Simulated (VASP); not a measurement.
# Ti (P-1) in VASP: single point with r2SCAN

Aim: the single point of Ti with r2SCAN.

All numbers are computed with VASP 6.6.1; they aren't measurements. Logs are shortened: lines on timing, memory, paths and dates and some standing lists are left out, and cuts for length are marked.

## (1) The cell of the first run

The typed cell holds 4 atoms: a = 5.666 Å, b = 6.940 Å, c = 2.892 Å, α = 110.47°, β = 119.32°, γ = 114.09°.

## (2) Single point, r2SCAN

File POSCAR:

```
Ti
1.0
    5.6661215989      0.0000001406      0.0000859327
   -2.8330606423      6.3348825482     -0.0207718370
   -1.4165025522     -1.7355158137      1.8296877823
Ti
4
Direct
    0.5832799568      0.2502851485      0.8317477087
    0.0832799568      0.2502851485      0.8317477087
    0.9167200432      0.7497148515      0.1682522913
    0.4167200432      0.7497148515      0.1682522913
```

File INCAR.step1:

```
PREC     = Accurate       # precision mode
ENCUT    = 520            # plane-wave cutoff, eV
ISMEAR   = 0              # smearing method
SIGMA    = 0.1            # smearing width, eV
LREAL    = False          # projectors in reciprocal space
LASPH    = True           # aspherical terms in the spheres
NELM     = 100            # most SCF steps
NBANDS   = 32             # bands
GGA      = PE             # functional
ALGO     = Normal         # electronic algorithm
EDIFF    = 1E-4           # SCF threshold, eV
LWAVE    = True           # write WAVECAR
LCHARG   = False          # write CHGCAR
```

File INCAR.step2:

```
PREC     = Accurate       # precision mode
ENCUT    = 520            # plane-wave cutoff, eV
EDIFF    = 1E-7           # SCF threshold, eV
ISMEAR   = 0              # smearing method
SIGMA    = 0.1            # smearing width, eV
LREAL    = False          # projectors in reciprocal space
LASPH    = True           # aspherical terms in the spheres
NELM     = 100            # most SCF steps
ALGO     = Normal         # electronic algorithm
ISIF     = 2              # what is computed and relaxed
LWAVE    = False          # write WAVECAR
LCHARG   = False          # write CHGCAR
METAGGA  = R2SCAN         # meta-GGA
LMIXTAU  = True         
NBANDS   = 32             # bands
ISTART   = 1
```

File KPOINTS:

```
Automatic mesh
0
Gamma
  7 6 18
```

Potentials or basis: VASP PAW PBE potentials, release 64 (Ti_sv).

Launch:

```sh
> cat potpaw_PBE.64/Ti_sv/POTCAR > POTCAR
> cp INCAR.step1 INCAR
> mpirun -np 1 vasp_std > vasp.out
> cp INCAR.step2 INCAR
> mpirun -np 1 vasp_std > vasp.out
```

OUTCAR:

```text
PREC = Accurate
   ENCUT = 520
   EDIFF = 1E-7
   ISMEAR = 0
   LREAL = False
   LASPH = True
   NELM = 100
   ISIF = 2
   METAGGA = R2SCAN
   ISTART = 1

 ion  position               nearest neighbor table
   1  0.583  0.250  0.832-   3 2.65   4 2.74   3 2.75   2 2.83   2 2.83   2 2.89   2 2.89
   2  0.083  0.250  0.832-   4 2.65   3 2.74   4 2.75   1 2.83   1 2.83   1 2.89   1 2.89
   3  0.917  0.750  0.168-   1 2.65   2 2.74   1 2.75   4 2.83   4 2.83   4 2.89   4 2.89
   4  0.417  0.750  0.168-   2 2.65   1 2.74   2 2.75   3 2.83   3 2.83   3 2.89   3 2.89

  LATTYP: Found a triclinic cell.
 ALAT       =     7.0169059550
 B/A-ratio  =     0.6599089309
 C/A-ratio  =     0.8074957304
 COS(alpha) =     0.0000239947
 COS(beta)  =     0.6056455493
 COS(gamma) =     0.7118590117

  Lattice vectors:

 A1 = (  -4.2496748989,  -1.1283353883,  -5.4684633753)
 A2 = (  -0.0000558522,  -2.8638510614,  -3.6386896603)
 A3 = (  -5.6661215989,  -0.0000001406,  -0.0000859327)

Analysis of symmetry for initial positions (statically):
=====================================================================
 Subroutine PRICEL returns following result:

  LATTYP: Found a base centered monoclinic cell.
 ALAT       =     9.8846518195
 B/A-ratio  =     0.2866120984
 C/A-ratio  =     0.4684554390
 COS(beta)  =    -0.8631749750

  Lattice vectors:

 A1 = (  -1.4165584044,  -4.5993668751,  -1.8090018780)
 A2 = (   1.4165023951,  -4.5993668048,  -1.8089589117)
 A3 = (   0.0000558522,   2.8638510614,   3.6386896603)

   2 primitive cells build up your supercell.

 Routine SETGRP: Setting up the symmetry group for a
 triclinic supercell.

 Subroutine GETGRP returns: Found  2 space group operations
 (whereof  2 operations were pure point group operations)
 out of a pool of  2 trial point group operations.

The static configuration has the point symmetry S_2 .

Analysis of symmetry for dynamics (positions and initial velocities):
=====================================================================
 Subroutine PRICEL returns following result:

  LATTYP: Found a base centered monoclinic cell.
 ALAT       =     9.8846518195
 B/A-ratio  =     0.2866120984
 C/A-ratio  =     0.4684554390
 COS(beta)  =    -0.8631749750

[... 109 lines left out ...]
   ISPIN  =      1    spin polarized calculation?
   LNONCOLLINEAR =      F non collinear calculations
   LSORBIT =      F    spin-orbit coupling
   LASPH  =      T    aspherical Exc in radial PAW
   ENCUT  =  520.0 eV  38.22 Ry    6.18 a.u.  10.54 12.90  5.38*2*pi/ulx,y,z
   NELM   =    100;   NELMIN=  2; NELMDL=  0     # of ELM steps
   EDIFF  = 0.1E-06   stopping-criterion for ELM
   LREAL  =      F    real-space projection
   EDIFFG = 0.1E-05   stopping-criterion for IOM
   NSW    =      0    number of steps for IOM
   IBRION =     -1    ionic relax: 0-MD 1-quasi-New 2-CG
   NFREE  =      0    steps in history (QN), initial steepest desc. (CG)
   ISIF   =      2    stress and relaxation
   ISYM   =      2    0-nonsym 1-usesym 2-fastsym
   POTIM  = 0.5000    time-step for ionic-motion
   TEBEG  =    0.0;   TEEND  =   0.0 temperature during run
   PSTRESS=    0.0 pullay stress
   NELECT =      48.0000    total number of electrons
   NUPDOWN=      -1.0000    fix difference up-down
   EMIN   =  10.00;   EMAX   =-10.00  energy-range for DOS
   EFERMI =   0.00;   METHOD = LEGACY
   ISMEAR =     0;   SIGMA  =   0.10  broadening in eV -4-tet -1-fermi 0-gaus
   EFERMI_NEDOS =   21; number of points for ismear=-14 and -15
   IALGO  =     38    algorithm
   IMIX   =      4    mixing-type and parameters
     AMIX     =   0.40;   BMIX     =  1.00
     AMIX_MAG =   1.60;   BMIX_MAG =  1.00
  volume/ion in A,a.u.               =      16.37       110.46
  Fermi-wavevector in a.u.,A,eV,Ry     =   1.476170  2.789557 29.648158  2.179078
  Thomas-Fermi vector in A             =   2.590730
   LORBIT       =      0    0 simple, 1 ext, 2 COOP (PROOUT), +10 PAW based schemes
   METAGGA = R2SCAN    functional components
   LHFCALC =     F    Hartree Fock is set to
   AEXX    =    0.0000 exact exchange contribution
   IVDW    =     0    specifies the selected vdW correction
   LEPSILON=     F    determine dielectric tensor
   LRPA    =     F    only Hartree local field effects (RPA)
 non-spin polarized calculation
 Gauss-broadening in eV      SIGMA  =   0.10
  energy-cutoff  :      520.00
  volume of cell :       65.47
 maximum number of plane-waves:      1784
 NGX is ok and might be reduce to    42
   NGX = 21   NGY = 25   NGZ = 11

 number of electron      47.9999999 magnetization

 Free energy of the ion-electron system (eV)
  ---------------------------------------------------
  ext. energy  EPLUGINS =         0.00000000
  ---------------------------------------------------
  free energy    TOTEN  =       -51.51271348 eV

  energy without entropy =      -51.49328224  energy(sigma->0) =      -51.50299786

 E-fermi :   8.9532     XC(G=0): -12.7009

 val. band max:        8.9505358764   @ k =  -0.1429  -0.1667   0.2778
 cond. band min:       8.9561883511   @ k =  -0.0000   0.1667   0.2222
 fundamental gap:      0.0056524747
 Fermi energy:         8.9532401062

 k-point     1 :       0.0000    0.0000    0.0000
  band No.  band energies     occupation
      1     -50.0644      2.00000
      2     -49.8996      2.00000
      3     -49.8713      2.00000
      4     -49.8301      2.00000
      5     -25.7235      2.00000
      6     -25.5361      2.00000
[... 829 lines left out ...]
     31      11.0119      0.00000
     32      11.5196      0.00000

 [... further k-points ...]

------------------------ aborting loop because EDIFF is reached ----------------------------------------

  FORCE on cell =-STRESS in cart. coord.  units (eV):
  Direction    XX          YY          ZZ          XY          YZ          ZX
  --------------------------------------------------------------------------------------
  -------------------------------------------------------------------------------------
  Total        3.5716739      4.9090692      0.1681421     -0.0032546     -0.0255286      0.0024251
  in kB       87.4029042    120.1304815      4.1146287     -0.0796447     -0.6247147      0.0593452
  external PRESSURE =      70.5493381 kB  Pullay stress =       0.0000000 kB

 VOLUME and BASIS-vectors are now :
 -----------------------------------------------------------------------------
  energy-cutoff  :      520.00
  volume of cell :       65.47
      direct lattice vectors                 reciprocal lattice vectors
     5.666121599  0.000000141  0.000085933     0.176484345  0.079622263  0.212154350
    -2.833060642  6.334882548 -0.020771837    -0.000002282  0.158347589  0.150195851
    -1.416502552 -1.735515814  1.829687782    -0.000008315  0.001793928  0.548236493

 POSITION                                       TOTAL-FORCE (eV/Angst)
 -----------------------------------------------------------------------------------
      1.41769      0.14202      1.51669         0.000548      0.006640     -0.001879
     -1.41537      0.14202      1.51665         0.000548      0.006640     -0.001879
      2.83193      4.45735      0.29235        -0.000548     -0.006640      0.001879
     -0.00113      4.45735      0.29231        -0.000548     -0.006640      0.001879
 -----------------------------------------------------------------------------------
    total drift:                               -0.000000     -0.000000      0.000000

  FREE ENERGIE OF THE ION-ELECTRON SYSTEM (eV)
  ---------------------------------------------------
  free  energy   TOTEN  =       -51.5127134796 eV

  energy  without entropy=      -51.4932822364  energy(sigma->0) =      -51.50299786
```

OSZICAR.step1:

```text
N       E                     dE             d eps       ncg     rms          rms(c)
DAV:   1     0.628773463906E+03    0.62877E+03   -0.24510E+04 24432   0.191E+03
DAV:   2     0.469331878600E+02   -0.58184E+03   -0.56747E+03 24592   0.564E+02
DAV:   3    -0.268977375958E+02   -0.73831E+02   -0.70315E+02 40744   0.169E+02
DAV:   4    -0.343756455777E+02   -0.74779E+01   -0.73786E+01 35760   0.518E+01
DAV:   5    -0.347296519004E+02   -0.35401E+00   -0.35376E+00 37736   0.971E+00    0.177E+01
DAV:   6    -0.310326638176E+02    0.36970E+01   -0.12812E+01 30832   0.313E+01    0.469E+00
DAV:   7    -0.310383535415E+02   -0.56897E-02   -0.16617E+00 34968   0.770E+00    0.295E+00
DAV:   8    -0.311181679774E+02   -0.79814E-01   -0.56279E-01 29872   0.673E+00    0.107E+00
DAV:   9    -0.310958390281E+02    0.22329E-01   -0.11803E-01 30344   0.295E+00    0.962E-02
DAV:  10    -0.310964516077E+02   -0.61258E-03   -0.79095E-03 34480   0.518E-01    0.177E-01
DAV:  11    -0.310965137759E+02   -0.62168E-04   -0.99639E-04 28008   0.207E-01
   1 F= -.31096514E+02 E0= -.31085050E+02  d E =-.229275E-01
```

Wall time 67 min (1 thread of Oxide Virtual Turin-like, shared host); peak memory 0.63 GiB.

Results:

```yaml
Free_energy: -51.5127 eV
Pressure: 7.1 GPa
Largest_force: 0.007 eV/Å
Band_gap_on_the_k_mesh: zero (bands 24 and 25 overlap by 1.22 eV)
```

Forces in eV/Å, atoms in the order of the input:
```
Ti   0.001  0.007 -0.002
Ti   0.001  0.007 -0.002
Ti  -0.001 -0.007  0.002
Ti  -0.001 -0.007  0.002
```

Caveat: the stress differs along the axes, from 0 to 12 GPa; the PAW data sets were made with another functional, which shifts forces and pressure a little.
